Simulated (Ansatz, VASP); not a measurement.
C: VASP beside Ansatz

```xyz
2
Lattice="1.2342 0.7126 3.3135 -1.2342 0.7126 3.3135 0.0000 -1.4251 3.3135" Properties=species:S:1:pos:R:3 pbc="T T T"
C     0.0000    0.0000    1.6303
C     0.0000    0.0000    8.3104
```

Change from the starting cell: z stretched by -1 % at fixed volume, crystal datasets.

Alike in both runs: task electric field gradients; functional PBE; k mesh 17 × 17 × 17; occupations fermi-dirac, width 0.03 eV; no spin polarisation.

|  | VASP | Ansatz |
| --- | --- | --- |
| version | VASP 6.6.1 | Ansatz 0.2.0 |
| potentials or method | VASP PAW PBE potentials, release 64 (C), cutoff 520 eV | all-electron PAW with datasets made for the crystal, scalar-relativistic |

|  | VASP | Ansatz | Ansatz less VASP |
| --- | --- | --- | --- |
| pressure (GPa) | 0.7 | 0.2 | -0.53 |
| traceless stress, the component that is largest in VASP (GPa) | 2.79 | 3.40 | +0.603 |
| rms of the force components (eV/Å) | 0.495 | 0.497 | +0.0026 |
| size of Vzz on the site where it differs most (V/Å²) | 30.4 | 25.3 | -5.07 |

Atom by atom the forces differ by 0.003 eV/Å (rms over components). Ansatz ran all-electron here, and VASP with PAW potentials.
